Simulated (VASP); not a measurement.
## Ga: single point with PBEsol

The system is Ga.

```xyz
2
Lattice="2.7784 0.0000 0.0000 0.0000 3.2816 0.0000 -1.3434 0.0000 3.9903" Properties=species:S:1:pos:R:3 pbc="T T T"
Ga   -0.6607    2.4612    3.0732
Ga    2.0957    0.8204    0.9171
```

```
Program                : VASP 6.6.1
Task                   : single point
Functional             : PBEsol
Potentials or basis    : VASP PAW PBE potentials, release 64 (Ga_d)
Cutoff                 : 520 eV
k mesh                 : 8 × 6 × 5
Occupations            : fermi-dirac, width 0.05 eV
Spin                   : no spin polarisation
Dipole correction      : no
Further INCAR settings : ALGO = Normal; EDIFF = 1e-06; NBANDS = 20
```

```json
{
  "Pressure": "-0.5 GPa",
  "Largest force": "0.148 eV/Å",
  "Band gap on the k mesh": "zero (band 13 reaches 9.74 eV, above the bottom of band 14 at 1.73 eV)"
}
```

Forces on the atoms (eV/Å):
```
Ga  -0.003  0.000 -0.148
Ga   0.003  0.000  0.148
```

Stress tensor (GPa, compression positive):
```
-3.38  0.00  0.33
 0.00  1.89  0.00
 0.33  0.00 -0.15
```

Levels at points of the mesh, in eV from the Fermi level:
```csv
k point,band 9,band 10,band 11,band 12,band 13,band 14,band 15,band 16,band 17,band 18
"(0.00, 0.00, 0.00)",-14.73,-14.59,-11.43,-2.10,-1.48,1.79,5.58,9.15,10.32,10.61
"(0.50, 0.00, 0.00)",-14.65,-14.63,-6.29,-5.32,-1.42,0.18,6.16,6.56,8.69,9.14
"(0.00, 0.50, 0.00)",-14.66,-14.66,-7.86,-7.86,1.72,1.72,2.66,2.66,11.50,11.50
"(0.50, 0.50, 0.00)",-14.63,-14.63,-2.93,-2.93,-1.76,-1.76,2.15,2.15,4.55,4.55
```

It took 52 s on 1 thread of AMD EPYC 7R13 (shared host), peak memory 0.15 GiB.

Caveat: the PAW data sets were made with another functional, which shifts forces and pressure a little.
